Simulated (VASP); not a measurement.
# NbCd3 (Pm-3m) in VASP: further runs

NbCd3 is run at these levels: PBE; tasks: single point.

Everything below comes from runs of VASP 6.6.1. Logs are shortened: lines on timing, memory, paths and dates and some standing lists are left out, and cuts for length are marked.

### Step 1. The cell of the first run

It takes space group Pm-3m (No. 221, cubic). Conventional cell: a = 4.144 Å, b = 4.144 Å, c = 4.144 Å, α = 90.00°, β = 90.00°, γ = 90.00°. Nb (site symmetry m-3m) has 12 Cd at 2.93 Å within 3.9 Å. Cd (site symmetry 4/mmm) has 4 Nb at 2.93 Å and 8 Cd at 2.93 Å within 3.9 Å.

### Step 2. Single point, PBE

The input, INCAR:

```
PREC = Accurate ; ENCUT = 520
EDIFF = 1E-6 ; ISMEAR = 1
SIGMA = 0.15 ; LREAL = False
LASPH = True ; NELM = 60
ALGO = Normal ; ISIF = 2
LWAVE = False ; LCHARG = True
GGA = PE ; LELF = True
LVHAR = True ; NBANDS = 32
```

The input, KPOINTS:

```
Automatic mesh
0
Gamma
  6 6 6
```

The input, POSCAR:

```
NbCd3
1.0
    4.1435455181      0.0000000000      0.0000000000
    0.0000000000      4.1435455181      0.0000000000
    0.0000000000      0.0000000000      4.1435455181
Nb Cd
1 3
Direct
    0.0000000000      0.0000000000      0.0000000000
    0.0000000000      0.5000000000      0.5000000000
    0.5000000000      0.0000000000      0.5000000000
    0.5000000000      0.5000000000      0.0000000000
```

Potentials or basis: VASP PAW PBE potentials, release 64 (Nb_sv, Cd).

On the command line:

```sh
$ cat potpaw_PBE.64/Nb_sv/POTCAR potpaw_PBE.64/Cd/POTCAR > POTCAR
$ mpirun -np 1 vasp_std > vasp.out
```

OUTCAR:

```text
PREC = Accurate
   ENCUT = 520
   EDIFF = 1E-6
   ISMEAR = 1
   LREAL = False
   LASPH = True
   NELM = 60
   ISIF = 2
   GGA = PE

 ion  position               nearest neighbor table
   1  0.000  0.000  0.000-   2 2.93   3 2.93   4 2.93   2 2.93   3 2.93   2 2.93   4 2.93   2 2.93
                             3 2.93   4 2.93   3 2.93   4 2.93
   2  0.000  0.500  0.500-   1 2.93   3 2.93   4 2.93   1 2.93   4 2.93   1 2.93   3 2.93   1 2.93
                             3 2.93   4 2.93   4 2.93   3 2.93
   3  0.500  0.000  0.500-   1 2.93   2 2.93   4 2.93   1 2.93   4 2.93   2 2.93   4 2.93   4 2.93
                             1 2.93   2 2.93   1 2.93   2 2.93
   4  0.500  0.500  0.000-   1 2.93   2 2.93   3 2.93   2 2.93   3 2.93   1 2.93   3 2.93   3 2.93
                             1 2.93   2 2.93   2 2.93   1 2.93

  LATTYP: Found a simple cubic cell.
 ALAT       =     4.1435455181

  Lattice vectors:

 A1 = (   4.1435455181,   0.0000000000,   0.0000000000)
 A2 = (   0.0000000000,   4.1435455181,   0.0000000000)
 A3 = (   0.0000000000,   0.0000000000,   4.1435455181)

Analysis of symmetry for initial positions (statically):
=====================================================================
 Subroutine PRICEL returns:
 Original cell was already a primitive cell.

 Routine SETGRP: Setting up the symmetry group for a
 simple cubic supercell.

 Subroutine GETGRP returns: Found 48 space group operations
 (whereof 48 operations were pure point group operations)
 out of a pool of 48 trial point group operations.

The static configuration has the point symmetry O_h .

Analysis of symmetry for dynamics (positions and initial velocities):
=====================================================================
 Subroutine PRICEL returns:
 Original cell was already a primitive cell.

 Routine SETGRP: Setting up the symmetry group for a
 simple cubic supercell.

 Subroutine GETGRP returns: Found 48 space group operations
 (whereof 48 operations were pure point group operations)
 out of a pool of 48 trial point group operations.

The dynamic configuration has the point symmetry O_h .

 Subroutine INISYM returns: Found 48 space group operations
 (whereof 48 operations are pure point group operations),
 and found     1 'primitive' translations

----------------------------------------------------------------------------------------

                                     Primitive cell

  volume of cell :      71.1404

  direct lattice vectors                    reciprocal lattice vectors
     4.143545518  0.000000000  0.000000000     0.241339210  0.000000000  0.000000000
     0.000000000  4.143545518  0.000000000     0.000000000  0.241339210  0.000000000
     0.000000000  0.000000000  4.143545518     0.000000000  0.000000000  0.241339210

  length of vectors
     4.143545518  4.143545518  4.143545518     0.241339210  0.241339210  0.241339210

  position of ions in fractional coordinates (direct lattice)
     0.000000000  0.000000000  0.000000000
     0.000000000  0.500000000  0.500000000
     0.500000000  0.000000000  0.500000000
     0.500000000  0.500000000  0.000000000

  ion indices of the primitive-cell ions
   primitive index   ion index
                 1           1
                 2           2
                 3           3
                 4           4

----------------------------------------------------------------------------------------

 KPOINTS: Automatic mesh

Automatic generation of k-mesh.
 Grid dimensions read from file:
 generate k-points for:    6    6    6

 Generating k-lattice:

  Cartesian coordinates                     Fractional coordinates (reciprocal lattice)
     0.040223202  0.000000000  0.000000000     0.166666667  0.000000000  0.000000000
     0.000000000  0.040223202  0.000000000     0.000000000  0.166666667  0.000000000
     0.000000000  0.000000000  0.040223202     0.000000000  0.000000000  0.166666667

  Length of vectors
     0.040223202  0.040223202  0.040223202

  Shift w.r.t. Gamma in fractional coordinates (k-lattice)
     0.000000000  0.000000000  0.000000000

 Subroutine IBZKPT returns following result:
 ===========================================

 Found     20 irreducible k-points:

 Following reciprocal coordinates:
            Coordinates               Weight
  0.000000  0.000000  0.000000      1.000000
  0.166667  0.000000  0.000000      6.000000
  0.333333  0.000000  0.000000      6.000000
  0.500000  0.000000  0.000000      3.000000
  0.166667  0.166667  0.000000     12.000000
  0.333333  0.166667  0.000000     24.000000
[... 12 lines left out ...]
  0.500000  0.500000  0.333333      6.000000
  0.500000  0.500000  0.500000      1.000000
   k-points           NKPTS =     20   k-points in BZ     NKDIM =     20   number of bands    NBANDS=     32
   number of dos      NEDOS =    301   number of ions     NIONS =      4
   total plane-waves  NPLWV =  32768
   dimension x,y,z NGX =    32 NGY =   32 NGZ =   32
   dimension x,y,z NGXF=    64 NGYF=   64 NGZF=   64
   ions per type =               1   3
   NGX,Y,Z   is equivalent  to a cutoff of  12.84, 12.84, 12.84 a.u.
   NGXF,Y,Z  is equivalent  to a cutoff of  25.68, 25.68, 25.68 a.u.
 SYSTEM =  unknown system
   PREC   = accura    normal or accurate (medium, high low for compatibility)
   ISTART =      0    job   : 0-new  1-cont  2-samecut
   ICHARG =      2    charge: 1-file 2-atom 10-const
   ISPIN  =      1    spin polarized calculation?
   LNONCOLLINEAR =      F non collinear calculations
   LSORBIT =      F    spin-orbit coupling
   LASPH  =      T    aspherical Exc in radial PAW
   ENCUT  =  520.0 eV  38.22 Ry    6.18 a.u.   7.70  7.70  7.70*2*pi/ulx,y,z
   NELM   =     60;   NELMIN=  2; NELMDL= -5     # of ELM steps
   EDIFF  = 0.1E-05   stopping-criterion for ELM
   LREAL  =      F    real-space projection
   EDIFFG = 0.1E-04   stopping-criterion for IOM
   NSW    =      0    number of steps for IOM
   IBRION =     -1    ionic relax: 0-MD 1-quasi-New 2-CG
   NFREE  =      0    steps in history (QN), initial steepest desc. (CG)
   ISIF   =      2    stress and relaxation
   ISYM   =      2    0-nonsym 1-usesym 2-fastsym
   POTIM  = 0.5000    time-step for ionic-motion
   TEBEG  =    0.0;   TEEND  =   0.0 temperature during run
   PSTRESS=    0.0 pullay stress
   NELECT =      49.0000    total number of electrons
   NUPDOWN=      -1.0000    fix difference up-down
   EMIN   =  10.00;   EMAX   =-10.00  energy-range for DOS
   EFERMI =   0.00;   METHOD = LEGACY
   ISMEAR =     1;   SIGMA  =   0.15  broadening in eV -4-tet -1-fermi 0-gaus
   EFERMI_NEDOS =   21; number of points for ismear=-14 and -15
   IALGO  =     38    algorithm
   IMIX   =      4    mixing-type and parameters
     AMIX     =   0.40;   BMIX     =  1.00
     AMIX_MAG =   1.60;   BMIX_MAG =  1.00
  volume/ion in A,a.u.               =      17.79       120.02
  Fermi-wavevector in a.u.,A,eV,Ry     =   1.445777  2.732123 28.439878  2.090272
  Thomas-Fermi vector in A             =   2.563921
   LORBIT       =      0    0 simple, 1 ext, 2 COOP (PROOUT), +10 PAW based schemes
   GGA     = PE    functional components
   LHFCALC =     F    Hartree Fock is set to
   AEXX    =    0.0000 exact exchange contribution
   IVDW    =     0    specifies the selected vdW correction
   LEPSILON=     F    determine dielectric tensor
   LRPA    =     F    only Hartree local field effects (RPA)
 non-spin polarized calculation
 Methfessel and Paxton  Order N= 1 SIGMA  =   0.15
  energy-cutoff  :      520.00
  volume of cell :       71.14
 maximum number of plane-waves:      1936
 NGX is ok and might be reduce to    32
   NGX = 15   NGY = 15   NGZ = 15

 number of electron      49.0000002 magnetization

 Free energy of the ion-electron system (eV)
  ---------------------------------------------------
  ext. energy  EPLUGINS =         0.00000000
  ---------------------------------------------------
  free energy    TOTEN  =       -11.47031998 eV

  energy without entropy =      -11.46407478  energy(sigma->0) =      -11.46823825

 E-fermi :   5.7850     XC(G=0): -12.2380

 val. band max:        5.7027229759   @ k =   0.5000   0.3333   0.0000
 cond. band min:       5.7862787887   @ k =   0.3333   0.3333   0.0000
 fundamental gap:      0.0835558128
 Fermi energy:         5.7849813930

 k-point     1 :       0.0000    0.0000    0.0000
  band No.  band energies     occupation
      1     -49.0199      2.00000
      2     -25.1091      2.00000
      3     -25.1091      2.00000
      4     -25.1091      2.00000
      5      -4.2585      2.00000
      6      -3.9832      2.00000
[... 24 lines left out ...]
     31      12.2165      0.00000
     32      13.6190      0.00000

 k-point     2 :       0.1667    0.0000    0.0000
  band No.  band energies     occupation
      1     -49.0197      2.00000
      2     -25.1167      2.00000
      3     -25.1095      2.00000
      4     -25.1095      2.00000
      5      -4.1462      2.00000
      6      -3.9400      2.00000
[... 24 lines left out ...]
     31      13.4645      0.00000
     32      13.7292      0.00000

 k-point     3 :       0.3333    0.0000    0.0000
  band No.  band energies     occupation
      1     -49.0191      2.00000
      2     -25.1319      2.00000
      3     -25.1104      2.00000
      4     -25.1104      2.00000
      5      -3.8778      2.00000
      6      -3.8400      2.00000
[... 24 lines left out ...]
     31      12.7005      0.00000
     32      12.7005      0.00000

 k-point     4 :       0.5000    0.0000    0.0000
  band No.  band energies     occupation
      1     -49.0189      2.00000
      2     -25.1395      2.00000
      3     -25.1109      2.00000
      4     -25.1109      2.00000
      5      -3.7793      2.00000
      6      -3.6987      2.00000
[... 24 lines left out ...]
     31      11.4089      0.00000
     32      11.5813      0.00000

 k-point     5 :       0.1667    0.1667    0.0000
  band No.  band energies     occupation
      1     -49.0194      2.00000
      2     -25.1180      2.00000
      3     -25.1154      2.00000
      4     -25.1100      2.00000
      5      -4.0523      2.00000
      6      -3.8713      2.00000
[... 444 lines left out ...]
     31      10.6240      0.00000
     32      13.3849      0.00000

 k-point    18 :       0.5000    0.3333    0.3333
  band No.  band energies     occupation
      1     -49.0179      2.00000
      2     -25.1312      2.00000
      3     -25.1266      2.00000
      4     -25.1240      2.00000
      5      -3.7858      2.00000
      6      -3.6956      2.00000
[... 24 lines left out ...]
     31      11.4056      0.00000
     32      12.1757      0.00000

 k-point    19 :       0.5000    0.5000    0.3333
  band No.  band energies     occupation
      1     -49.0178      2.00000
      2     -25.1298      2.00000
      3     -25.1298      2.00000
      4     -25.1243      2.00000
      5      -3.7567      2.00000
      6      -3.7555      2.00000
[... 24 lines left out ...]
     31      10.7206      0.00000
     32      10.7992      0.00000

 k-point    20 :       0.5000    0.5000    0.5000
  band No.  band energies     occupation
      1     -49.0177      2.00000
      2     -25.1283      2.00000
      3     -25.1283      2.00000
      4     -25.1283      2.00000
      5      -3.8439      2.00000
      6      -3.8439      2.00000
[... 24 lines left out ...]
     31      10.4322      0.00000
     32      10.4322      0.00000

------------------------ aborting loop because EDIFF is reached ----------------------------------------

  FORCE on cell =-STRESS in cart. coord.  units (eV):
  Direction    XX          YY          ZZ          XY          YZ          ZX
  --------------------------------------------------------------------------------------
  -------------------------------------------------------------------------------------
  Total        6.8207250      6.8207250      6.8207250      0.0000000     -0.0000000      0.0000000
  in kB      153.6118707    153.6118707    153.6118707      0.0000000     -0.0000000      0.0000000
  external PRESSURE =     153.6118707 kB  Pullay stress =       0.0000000 kB

 VOLUME and BASIS-vectors are now :
 -----------------------------------------------------------------------------
  energy-cutoff  :      520.00
  volume of cell :       71.14
      direct lattice vectors                 reciprocal lattice vectors
     4.143545518  0.000000000  0.000000000     0.241339210  0.000000000  0.000000000
     0.000000000  4.143545518  0.000000000     0.000000000  0.241339210  0.000000000
     0.000000000  0.000000000  4.143545518     0.000000000  0.000000000  0.241339210

 POSITION                                       TOTAL-FORCE (eV/Angst)
 -----------------------------------------------------------------------------------
      0.00000      0.00000      0.00000         0.000000      0.000000      0.000000
      0.00000      2.07177      2.07177         0.000000      0.000000      0.000000
      2.07177      0.00000      2.07177         0.000000      0.000000      0.000000
      2.07177      2.07177      0.00000         0.000000      0.000000      0.000000
 -----------------------------------------------------------------------------------
    total drift:                                0.000000     -0.000000     -0.000000

  FREE ENERGIE OF THE ION-ELECTRON SYSTEM (eV)
  ---------------------------------------------------
  free  energy   TOTEN  =       -11.4703199819 eV

  energy  without entropy=      -11.4640747830  energy(sigma->0) =      -11.46823825
```

It took 17 s on 1 thread of Intel Xeon Platinum 8559C (Emerald Rapids), shared host; peak memory 0.19 GiB.

What came out:

* Free energy: -11.4703 eV
* Pressure: 15.4 GPa

Levels at points of the mesh, in eV from the Fermi level:
| k point | band 21 | band 22 | band 23 | band 24 | band 25 | band 26 | band 27 | band 28 |
| --- | --- | --- | --- | --- | --- | --- | --- | --- |
| (0.00, 0.00, 0.00) | -0.94 | -0.94 | 0.16 | 0.16 | 0.16 | 1.36 | 1.36 | 1.36 |
| (0.50, 0.00, 0.00) | -6.18 | -1.01 | -1.01 | -0.89 | 1.09 | 1.27 | 3.56 | 4.46 |
| (0.50, 0.50, 0.00) | -3.37 | -3.23 | -3.23 | -0.39 | -0.39 | 1.19 | 1.99 | 2.28 |
| (0.50, 0.50, 0.50) | -2.44 | -2.44 | -2.44 | -1.30 | -1.30 | -1.30 | 1.63 | 1.63 |

### Step 3. Single point, PBE

This run uses another cell than the first one, of 18.25 Å³/atom, 1.026 times its volume.

The input, INCAR:

```
  ALGO = Normal
  EDIFF = 1E-7
  ENCUT = 520
  GGA = PE
  ISIF = 2
  ISMEAR = 1
  LASPH = True
  LCHARG = True
  LELF = True
  LREAL = False
  LVHAR = True
  LWAVE = False
  NBANDS = 32
  NELM = 100
  PREC = Accurate
  SIGMA = 0.15
```

The input, KPOINTS:

```
k-points
0
Gamma
  6 6 6
```

The input, POSCAR:

```
NbCd3
1.0
    4.1795781572      0.0000000000      0.0000000000
    0.0000000000      4.1795781572      0.0000000000
    0.0000000000      0.0000000000      4.1795781572
Nb Cd
1 3
Direct
    0.0000000000      0.0000000000      0.0000000000
    0.0000000000      0.5000000000      0.5000000000
    0.5000000000      0.0000000000      0.5000000000
    0.5000000000      0.5000000000      0.0000000000
```

Potentials or basis: VASP PAW PBE potentials, release 64 (Nb_sv, Cd).

On the command line:

```sh
$ cat potpaw_PBE.64/Nb_sv/POTCAR potpaw_PBE.64/Cd/POTCAR > POTCAR
$ mpirun -np 1 vasp_std > vasp.out
```

Wall time 18 s (1 thread of Intel Xeon Platinum 8559C (Emerald Rapids), shared host); peak memory 0.19 GiB.

Results (log left out):

```yaml
Free_energy: -11.6259 eV
Pressure: 11.3 GPa
```

Levels at points of the mesh, in eV from the Fermi level:
| k point | band 21 | band 22 | band 23 | band 24 | band 25 | band 26 | band 27 | band 28 |
| --- | --- | --- | --- | --- | --- | --- | --- | --- |
| (0.00, 0.00, 0.00) | -0.95 | -0.95 | 0.18 | 0.18 | 0.18 | 1.31 | 1.31 | 1.31 |
| (0.50, 0.00, 0.00) | -6.06 | -0.96 | -0.96 | -0.86 | 1.06 | 1.22 | 3.42 | 4.35 |
| (0.50, 0.50, 0.00) | -3.29 | -3.22 | -3.22 | -0.37 | -0.37 | 1.17 | 1.91 | 2.22 |
| (0.50, 0.50, 0.50) | -2.44 | -2.44 | -2.44 | -1.26 | -1.26 | -1.26 | 1.57 | 1.57 |

### Step 4. Single point, PBE

This run uses another cell than the first one, of 18.72 Å³/atom, 1.053 times its volume.

The input, INCAR:

```
SYSTEM = NbCd3
ALGO = Normal
EDIFF = 1E-6
ENCUT = 520
GGA = PE
ISIF = 2
ISMEAR = 1
LASPH = .TRUE.
LCHARG = .FALSE.
LREAL = .FALSE.
LWAVE = .FALSE.
NBANDS = 32
NELM = 100
PREC = Accurate
SIGMA = 0.15
```

The input, KPOINTS:

```
k-points
0
G
  6 6 6
  0 0 0
```

The input, POSCAR:

```
NbCd3
1.0
    4.2150000000      0.0000000000      0.0000000000
    0.0000000000      4.2150000000      0.0000000000
    0.0000000000      0.0000000000      4.2150000000
Nb Cd
1 3
Direct
    0.0000000000      0.0000000000      0.0000000000
    0.0000000000      0.5000000000      0.5000000000
    0.5000000000      0.0000000000      0.5000000000
    0.5000000000      0.5000000000      0.0000000000
```

On the command line:

```sh
$ cat potpaw_PBE.64/Nb_sv/POTCAR potpaw_PBE.64/Cd/POTCAR > POTCAR
$ mpirun -np 1 vasp_std > vasp.out
```

Run time: 17 s. Hardware: 1 thread of Intel Xeon Platinum 8559C (Emerald Rapids), shared host; peak memory 0.19 GiB.

It converged, with:

| Item | Value |
| --- | --- |
| Free energy | -11.7369 eV |
| Pressure | 7.8 GPa |

Levels at points of the mesh, in eV from the Fermi level:
```
           k point  band 20  band 21  band 22  band 23  band 24  band 25  band 26  band 27  band 28  band 29
(0.00, 0.00, 0.00)    -7.60    -0.95    -0.95     0.20     0.20     0.20     1.25     1.25     1.25     5.54
(0.50, 0.00, 0.00)    -6.22    -5.95    -0.93    -0.93    -0.83     1.04     1.17     3.29     4.25     4.25
(0.50, 0.50, 0.00)    -5.27    -3.20    -3.20    -3.20    -0.35    -0.35     1.14     1.83     2.17     5.63
(0.50, 0.50, 0.50)    -2.43    -2.43    -2.43    -2.40    -1.23    -1.23    -1.23     1.52     1.52     3.76
```

(Part 1 of 2 ends here.)
